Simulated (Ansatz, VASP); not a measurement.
# CoSi2: VASP beside Ansatz

```
CELL_PARAMETERS angstrom
0.00000 2.68018 2.68018
2.68018 0.00000 2.68018
2.68018 2.68018 0.00000
ATOMIC_POSITIONS crystal
Co 0.00000 0.00000 0.00000
Si 0.24235 0.24235 0.25765
Si 0.75765 0.75765 0.74235
```

Change from the starting cell: mode 6 frozen in at -0.041 Å, strain +e along z and -e/2 along x and y +0.0000.

Alike in both runs: task single point; functional PBE; k mesh 12 × 12 × 12; occupations gaussian, width 0.15 eV; no spin polarisation.

|  | VASP | Ansatz |
| --- | --- | --- |
| version | VASP 6.6.1 | Ansatz 0.2.0 |
| potentials or method | VASP PAW PBE potentials, release 64 (Co, Si), cutoff 520 eV | scalar-relativistic, plane waves, PAW |
| valence electrons in the cell | 17 | 25 |

```csv
,VASP,Ansatz,Ansatz less VASP
gap on the k mesh at the Fermi level (eV),none,none,-
pressure (GPa),0.0,0.3,+0.22
"traceless stress, the component that is largest in VASP (GPa)",3.00,3.01,+0.004
rms of the force components (eV/Å),0.214,0.216,+0.0013
```

Atom by atom the forces differ by 0.001 eV/Å (rms over components). A gap of «none» marks a metal or a gap that the smearing closes. The functional is the same, so the differences come from potentials, cutoffs and numerics. VASP's potentials hold 17 valence electrons a cell and Ansatz's 25, so a difference there can come from the potentials and not from the codes.
